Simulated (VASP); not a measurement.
# GaP (e600) (F-43m) in VASP: notebook

GaP (e600) is run at these levels: PBEsol; tasks: single point.

All numbers are computed with VASP 6.6.1; they aren't measurements. Logs are shortened: lines on timing, memory, paths and dates and some standing lists are left out, and cuts for length are marked.

### 1 The cell of the first run

The structure is cubic, space group F-43m (No. 216). The conventional cell has a = 5.439 Å, b = 5.439 Å, c = 5.439 Å, α = 90.00°, β = 90.00°, γ = 90.00°. Ga (site symmetry -43m) has 4 P at 2.36 Å within 3.1 Å. P (site symmetry -43m) has 4 Ga at 2.36 Å within 3.1 Å.

### 2 Single point, PBEsol

INCAR reads:

```
PREC = Accurate
ENCUT = 500
EDIFF = 1E-6
ISMEAR = 0
SIGMA = 0.02
LREAL = False
LASPH = True
NELM = 120
ALGO = Normal
ISIF = 2
LWAVE = False
LCHARG = True
GGA = PS
LELF = True
LVHAR = True
NBANDS = 16
GGA_COMPAT = False
```

KPOINTS reads:

```
regular mesh
0
Gamma
  8 8 8
```

POSCAR reads:

```
GaP
1.0
    0.0000000000      2.7194540464      2.7194540464
    2.7194540464      0.0000000000      2.7194540464
    2.7194540464      2.7194540464      0.0000000000
Ga P
1 1
Direct
    0.0000000000      0.0000000000      0.0000000000
    0.2500000000      0.2500000000      0.2500000000
```

Potentials or basis: VASP PAW PBE potentials, release 64 (Ga_d, P).

The run is started by

```sh
> cat potpaw_PBE.64/Ga_d/POTCAR potpaw_PBE.64/P/POTCAR > POTCAR
> mpirun -np 1 vasp_std > vasp.out
```

OUTCAR:

```text
PREC = Accurate
   ENCUT = 500
   EDIFF = 1E-6
   ISMEAR = 0
   LREAL = False
   LASPH = True
   NELM = 120
   ISIF = 2
   GGA = PS

 ion  position               nearest neighbor table
   1  0.000  0.000  0.000-   2 2.36   2 2.36   2 2.36   2 2.36
   2  0.250  0.250  0.250-   1 2.36   1 2.36   1 2.36   1 2.36

  LATTYP: Found a face centered cubic cell.
 ALAT       =     5.4389080928

  Lattice vectors:

 A1 = (   0.0000000000,   2.7194540464,   2.7194540464)
 A2 = (   2.7194540464,   0.0000000000,   2.7194540464)
 A3 = (   2.7194540464,   2.7194540464,   0.0000000000)

Analysis of symmetry for initial positions (statically):
=====================================================================
 Subroutine PRICEL returns:
 Original cell was already a primitive cell.

 Routine SETGRP: Setting up the symmetry group for a
 face centered cubic supercell.

 Subroutine GETGRP returns: Found 24 space group operations
 (whereof 24 operations were pure point group operations)
 out of a pool of 48 trial point group operations.

The static configuration has the point symmetry T_d .

Analysis of symmetry for dynamics (positions and initial velocities):
=====================================================================
 Subroutine PRICEL returns:
 Original cell was already a primitive cell.

 Routine SETGRP: Setting up the symmetry group for a
 face centered cubic supercell.

 Subroutine GETGRP returns: Found 24 space group operations
 (whereof 24 operations were pure point group operations)
 out of a pool of 48 trial point group operations.

The dynamic configuration has the point symmetry T_d .

 Subroutine INISYM returns: Found 24 space group operations
 (whereof 24 operations are pure point group operations),
 and found     1 'primitive' translations

----------------------------------------------------------------------------------------

                                     Primitive cell

  volume of cell :      40.2231

  direct lattice vectors                    reciprocal lattice vectors
     0.000000000  2.719454046  2.719454046    -0.183860434  0.183860434  0.183860434
     2.719454046  0.000000000  2.719454046     0.183860434 -0.183860434  0.183860434
     2.719454046  2.719454046  0.000000000     0.183860434  0.183860434 -0.183860434

  length of vectors
     3.845888795  3.845888795  3.845888795     0.318455612  0.318455612  0.318455612

  position of ions in fractional coordinates (direct lattice)
     0.000000000  0.000000000  0.000000000
     0.250000000  0.250000000  0.250000000

  ion indices of the primitive-cell ions
   primitive index   ion index
                 1           1
                 2           2

----------------------------------------------------------------------------------------

 KPOINTS: regular mesh

Automatic generation of k-mesh.
 Grid dimensions read from file:
 generate k-points for:    8    8    8

 Generating k-lattice:

  Cartesian coordinates                     Fractional coordinates (reciprocal lattice)
    -0.022982554  0.022982554  0.022982554     0.125000000  0.000000000  0.000000000
     0.022982554 -0.022982554  0.022982554     0.000000000  0.125000000  0.000000000
     0.022982554  0.022982554 -0.022982554     0.000000000  0.000000000  0.125000000

  Length of vectors
     0.039806952  0.039806952  0.039806952

  Shift w.r.t. Gamma in fractional coordinates (k-lattice)
     0.000000000  0.000000000  0.000000000

 Subroutine IBZKPT returns following result:
 ===========================================

 Found     29 irreducible k-points:

 Following reciprocal coordinates:
            Coordinates               Weight
  0.000000  0.000000  0.000000      1.000000
  0.125000  0.000000  0.000000      8.000000
  0.250000  0.000000  0.000000      8.000000
  0.375000  0.000000  0.000000      8.000000
  0.500000  0.000000  0.000000      4.000000
  0.125000  0.125000  0.000000      6.000000
[... 16 lines left out ...]
  0.500000  0.250000  0.125000     48.000000
 -0.375000  0.250000  0.125000     24.000000
 [... further k-points ...]
   k-points           NKPTS =     29   k-points in BZ     NKDIM =     29   number of bands    NBANDS=     16
   number of dos      NEDOS =    301   number of ions     NIONS =      2
   total plane-waves  NPLWV =  21952
   dimension x,y,z NGX =    28 NGY =   28 NGZ =   28
   dimension x,y,z NGXF=    56 NGYF=   56 NGZF=   56
   ions per type =               1   1
   NGX,Y,Z   is equivalent  to a cutoff of  12.10, 12.10, 12.10 a.u.
   NGXF,Y,Z  is equivalent  to a cutoff of  24.21, 24.21, 24.21 a.u.
 SYSTEM =  unknown system
   PREC   = accura    normal or accurate (medium, high low for compatibility)
   ISTART =      0    job   : 0-new  1-cont  2-samecut
   ICHARG =      2    charge: 1-file 2-atom 10-const
   ISPIN  =      1    spin polarized calculation?
   LNONCOLLINEAR =      F non collinear calculations
   LSORBIT =      F    spin-orbit coupling
   LASPH  =      T    aspherical Exc in radial PAW
   ENCUT  =  500.0 eV  36.75 Ry    6.06 a.u.   7.01  7.01  7.01*2*pi/ulx,y,z
   NELM   =    120;   NELMIN=  2; NELMDL= -5     # of ELM steps
   EDIFF  = 0.1E-05   stopping-criterion for ELM
   LREAL  =      F    real-space projection
   EDIFFG = 0.1E-04   stopping-criterion for IOM
   NSW    =      0    number of steps for IOM
   IBRION =     -1    ionic relax: 0-MD 1-quasi-New 2-CG
   NFREE  =      0    steps in history (QN), initial steepest desc. (CG)
   ISIF   =      2    stress and relaxation
   ISYM   =      2    0-nonsym 1-usesym 2-fastsym
   POTIM  = 0.5000    time-step for ionic-motion
   TEBEG  =    0.0;   TEEND  =   0.0 temperature during run
   PSTRESS=    0.0 pullay stress
   NELECT =      18.0000    total number of electrons
   NUPDOWN=      -1.0000    fix difference up-down
   EMIN   =  10.00;   EMAX   =-10.00  energy-range for DOS
   EFERMI =   0.00;   METHOD = LEGACY
   ISMEAR =     0;   SIGMA  =   0.02  broadening in eV -4-tet -1-fermi 0-gaus
   EFERMI_NEDOS =   21; number of points for ismear=-14 and -15
   IALGO  =     38    algorithm
   IMIX   =      4    mixing-type and parameters
     AMIX     =   0.40;   BMIX     =  1.00
     AMIX_MAG =   1.60;   BMIX_MAG =  1.00
  volume/ion in A,a.u.               =      20.11       135.72
  Fermi-wavevector in a.u.,A,eV,Ry     =   1.252201  2.366316 21.334025  1.568007
  Thomas-Fermi vector in A             =   2.386112
   LORBIT       =      0    0 simple, 1 ext, 2 COOP (PROOUT), +10 PAW based schemes
   GGA     = PS    functional components
   LHFCALC =     F    Hartree Fock is set to
   AEXX    =    0.0000 exact exchange contribution
   IVDW    =     0    specifies the selected vdW correction
   LEPSILON=     F    determine dielectric tensor
   LRPA    =     F    only Hartree local field effects (RPA)
 non-spin polarized calculation
 Gauss-broadening in eV      SIGMA  =   0.02
  energy-cutoff  :      500.00
  volume of cell :       40.22
 maximum number of plane-waves:      1036
   NGX = 13   NGY = 13   NGZ = 13

 number of electron      18.0000015 magnetization

 Free energy of the ion-electron system (eV)
  ---------------------------------------------------
  ext. energy  EPLUGINS =         0.00000000
  ---------------------------------------------------
  free energy    TOTEN  =        -9.92101316 eV

  energy without entropy =       -9.92101316  energy(sigma->0) =       -9.92101316

 E-fermi :   4.7563     XC(G=0): -10.0502

 val. band max:        4.6340349115   @ k =   0.0000   0.0000   0.0000
 cond. band min:       6.1373972662   @ k =   0.5000   0.5000   0.0000
 fundamental gap:      1.5033623547
 Fermi energy:         4.7562775657

 k-point     1 :       0.0000    0.0000    0.0000
  band No.  band energies     occupation
      1      -9.9181      2.00000
      2      -9.9181      2.00000
      3      -9.9181      2.00000
      4      -9.8154      2.00000
      5      -9.8154      2.00000
      6      -7.9385      2.00000
[... 8 lines left out ...]
     15      14.4148      0.00000
     16      14.4148      0.00000

 k-point     2 :       0.1250    0.0000    0.0000
  band No.  band energies     occupation
      1      -9.9324      2.00000
      2      -9.9132      2.00000
      3      -9.9132      2.00000
      4      -9.8155      2.00000
      5      -9.8155      2.00000
      6      -7.7330      2.00000
[... 8 lines left out ...]
     15      13.7535      0.00000
     16      14.1497      0.00000

 k-point     3 :       0.2500    0.0000    0.0000
  band No.  band energies     occupation
      1      -9.9638      2.00000
      2      -9.9029      2.00000
      3      -9.9029      2.00000
      4      -9.8142      2.00000
      5      -9.8142      2.00000
      6      -7.1501      2.00000
[... 8 lines left out ...]
     15      13.5598      0.00000
     16      14.3644      0.00000

 k-point     4 :       0.3750    0.0000    0.0000
  band No.  band energies     occupation
      1      -9.9918      2.00000
      2      -9.8950      2.00000
      3      -9.8950      2.00000
      4      -9.8103      2.00000
      5      -9.8103      2.00000
      6      -6.3330      2.00000
[... 8 lines left out ...]
     15      14.7775      0.00000
     16      14.7775      0.00000

 k-point     5 :       0.5000    0.0000    0.0000
  band No.  band energies     occupation
      1     -10.0027      2.00000
      2      -9.8926      2.00000
      3      -9.8926      2.00000
      4      -9.8078      2.00000
      5      -9.8078      2.00000
      6      -5.8268      2.00000
[... 8 lines left out ...]
     15      16.3221      0.00000
     16      16.3221      0.00000

 k-point     6 :       0.1250    0.1250    0.0000
  band No.  band energies     occupation
      1      -9.9415      2.00000
      2      -9.9086      2.00000
      3      -9.9086      2.00000
      4      -9.8197      2.00000
      5      -9.8121      2.00000
      6      -7.6649      2.00000
[... 8 lines left out ...]
     15      14.5262      0.00000
     16      14.6613      0.00000
[... 267 lines left out ...]
 k-point    21 :       0.5000    0.5000    0.0000
  band No.  band energies     occupation
      1     -10.0390      2.00000
      2      -9.8531      2.00000
      3      -9.8507      2.00000
      4      -9.8507      2.00000
      5      -9.7929      2.00000
      6      -4.9070      2.00000
[... 8 lines left out ...]
     15      17.0641      0.00000
     16      17.6089      0.00000

 k-point    22 :       0.3750    0.2500    0.1250
  band No.  band energies     occupation
      1      -9.9874      2.00000
      2      -9.8906      2.00000
      3      -9.8865      2.00000
      4      -9.8268      2.00000
      5      -9.8061      2.00000
      6      -6.6543      2.00000
[... 8 lines left out ...]
     15      15.7325      0.00000
     16      16.9410      0.00000

 k-point    23 :       0.5000    0.2500    0.1250
  band No.  band energies     occupation
      1     -10.0031      2.00000
      2      -9.8869      2.00000
      3      -9.8771      2.00000
      4      -9.8246      2.00000
      5      -9.8062      2.00000
      6      -5.8834      2.00000
[... 8 lines left out ...]
     15      16.1111      0.00000
     16      17.4051      0.00000

 k-point    24 :      -0.3750    0.2500    0.1250
  band No.  band energies     occupation
      1     -10.0089      2.00000
      2      -9.8864      2.00000
      3      -9.8738      2.00000
      4      -9.8209      2.00000
      5      -9.8079      2.00000
      6      -5.4128      2.00000
[... 8 lines left out ...]
     15      16.5562      0.00000
     16      17.1096      0.00000

 [... further k-points ...]
[... 5 lines left out ...]
  --------------------------------------------------------------------------------------
  -------------------------------------------------------------------------------------
  Total       -0.0300880     -0.0300880     -0.0300880      0.0000000      0.0000000     -0.0000000
  in kB       -1.1984753     -1.1984753     -1.1984753      0.0000000      0.0000000     -0.0000000
  external PRESSURE =      -1.1984753 kB  Pullay stress =       0.0000000 kB

 VOLUME and BASIS-vectors are now :
 -----------------------------------------------------------------------------
  energy-cutoff  :      500.00
  volume of cell :       40.22
      direct lattice vectors                 reciprocal lattice vectors
     0.000000000  2.719454046  2.719454046    -0.183860434  0.183860434  0.183860434
     2.719454046  0.000000000  2.719454046     0.183860434 -0.183860434  0.183860434
     2.719454046  2.719454046  0.000000000     0.183860434  0.183860434 -0.183860434

 POSITION                                       TOTAL-FORCE (eV/Angst)
 -----------------------------------------------------------------------------------
      0.00000      0.00000      0.00000         0.000000      0.000000      0.000000
      1.35973      1.35973      1.35973        -0.000000     -0.000000     -0.000000
 -----------------------------------------------------------------------------------
    total drift:                                0.000001      0.000001      0.000001

  FREE ENERGIE OF THE ION-ELECTRON SYSTEM (eV)
  ---------------------------------------------------
  free  energy   TOTEN  =        -9.9210131558 eV

  energy  without entropy=       -9.9210131558  energy(sigma->0) =       -9.92101316
```

Run time: 22 s. Hardware: 1 thread of AMD EPYC 7R43 (Zen 3), shared host; peak memory 0.13 GiB.

What came out:

```yaml
Free_energy: -9.9210 eV
Pressure: -0.1 GPa
Band_gap_on_the_k_mesh: 1.50 eV, indirect (least direct gap 1.80 eV)
```

Caveat: the PAW data sets were made with another functional, which shifts forces and pressure a little. As with any semilocal functional, this PBEsol gap is likely too small.

### 3 Single point, PBEsol

INCAR reads:

```
PREC = Accurate
ENCUT = 500
EDIFF = 1E-6
ISMEAR = 0
SIGMA = 0.01
LREAL = F
LASPH = T
NELM = 120
ALGO = Normal
ISIF = 2
LWAVE = F
LCHARG = T
GGA = PS
LELF = T
LVHAR = T
NBANDS = 16
GGA_COMPAT = F
```

KPOINTS is that of step 2.

POSCAR is that of step 2.

Potentials or basis: VASP PAW PBE potentials, release 64 (Ga_d, P).

The run is started by

```sh
> cat potpaw_PBE.64/Ga_d/POTCAR potpaw_PBE.64/P/POTCAR > POTCAR
> mpirun -np 1 vasp_std > vasp.out
```

Wall time 21 s (1 thread of AMD EPYC 7R43 (Zen 3), shared host); peak memory 0.13 GiB.

Results (log left out):

```yaml
Free_energy: -9.9210 eV
Pressure: -0.1 GPa
Band_gap_on_the_k_mesh: 1.50 eV, indirect (least direct gap 1.80 eV)
```

Levels at points of the mesh, in eV from the valence-band top:
| k point | band 7 | band 8 | band 9 | band 10 | band 11 | band 12 |
| --- | --- | --- | --- | --- | --- | --- |
| (0.00, 0.00, 0.00) | 0.00 | 0.00 | 0.00 | 1.80 | 3.83 | 3.83 |
| (0.50, 0.00, 0.00) | -6.73 | -1.14 | -1.14 | 1.60 | 4.65 | 4.65 |
| (0.50, 0.50, 0.00) | -6.84 | -2.74 | -2.74 | 1.50 | 1.71 | 10.60 |

Caveat: the PAW data sets were made with another functional, which shifts forces and pressure a little.

### 4 Single point, PBEsol

INCAR reads:

```
SYSTEM = GaP
PREC     = Accurate       ! precision mode
ENCUT    = 500            ! plane-wave cutoff, eV
EDIFF    = 1E-6           ! SCF threshold, eV
ISMEAR   = 0              ! smearing method
SIGMA    = 0.01           ! smearing width, eV
LREAL    = .FALSE.        ! projectors in reciprocal space
LASPH    = .TRUE.         ! aspherical terms in the spheres
NELM     = 120            ! most SCF steps
ALGO     = Normal         ! electronic algorithm
ISIF     = 2              ! what is computed and relaxed
LWAVE    = .FALSE.        ! write WAVECAR
LCHARG   = .TRUE.         ! write CHGCAR
GGA      = PS             ! functional
LELF     = .TRUE.         ! ELF
LVHAR    = .TRUE.       
NBANDS   = 16             ! bands
GGA_COMPAT= .FALSE.
```

KPOINTS reads:

```
Automatic mesh
0
G
  8 8 8
  0 0 0
```

POSCAR is that of step 3.

The run is started by

```sh
> cat potpaw_PBE.64/Ga_d/POTCAR potpaw_PBE.64/P/POTCAR > POTCAR
> mpirun -np 1 vasp_std > vasp.out
```

Run time: 20 s. Hardware: 1 thread of AMD EPYC 7R43 (Zen 3), shared host; peak memory 0.12 GiB.

Results (log left out):

- Free energy: -9.9210 eV
- Pressure: -0.1 GPa
- Band gap on the k mesh: 1.50 eV, indirect (least direct gap 1.80 eV)

Levels at points of the mesh, in eV from the valence-band top:
```tsv
k point	band 6	band 7	band 8	band 9	band 10	band 11	band 12	band 13
(0.00, 0.00, 0.00)	-12.57	0.00	0.00	0.00	1.80	3.83	3.83	3.83
(0.50, 0.00, 0.00)	-10.46	-6.73	-1.14	-1.14	1.60	4.65	4.65	8.10
(0.50, 0.50, 0.00)	-9.54	-6.84	-2.74	-2.74	1.50	1.71	10.60	10.60
```

Caveat: the PAW data sets were made with another functional, which shifts forces and pressure a little. A k mesh can miss the band edges.
